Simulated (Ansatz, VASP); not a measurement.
One calculation of Mg, two programs

```xyz
13
Lattice="6.4200 0.0000 0.0000 -4.8150 8.3398 0.0000 0.0000 0.0000 5.2130" Properties=species:S:1:pos:R:3 pbc="T T T"
Mg    0.0397   -0.0389   -0.0530
Mg   -0.0960    1.7100    2.7924
Mg   -1.6513    2.6875    0.6181
Mg   -1.5286    4.9735    2.5229
Mg   -3.2213    5.3394   -0.0857
Mg   -3.7007    6.9978    2.5866
Mg    3.1678   -0.2604   -0.7249
Mg    3.5681    2.6258    3.4021
Mg    1.2767    2.8569   -0.1008
Mg    1.4420    4.4101    2.4015
Mg    0.0750    5.6005   -0.2101
Mg   -0.1284    7.4993    2.1589
Mg    2.4397    0.9506    1.6485
```

Alike in both runs: functional PBEsol; k mesh 3 × 2 × 3; occupations fermi-dirac, width 0.1 eV; no spin polarisation.

Ansatz relaxed the structure, and its values are those at the end. VASP's run is a single point on that final structure, the one shown.

|  | VASP | Ansatz |
| --- | --- | --- |
| version | VASP 6.6.1 | Ansatz 0.2.0 |
| potentials or method | VASP PAW PBE potentials, release 64 (Mg), cutoff 520 eV | scalar-relativistic, plane waves, PAW |
| valence electrons in the cell | 26 | 130 |

```csv
,VASP,Ansatz,Ansatz less VASP
rms of the force components (eV/Å),0.008,0.008,-0.0001
```

VASP's potentials were made for PBE, not for PBEsol. VASP's potentials hold 26 valence electrons a cell and Ansatz's 130, so a difference there can come from the potentials and not from the codes.

The k mesh is coarse, so the values compare programs but aren't converged.
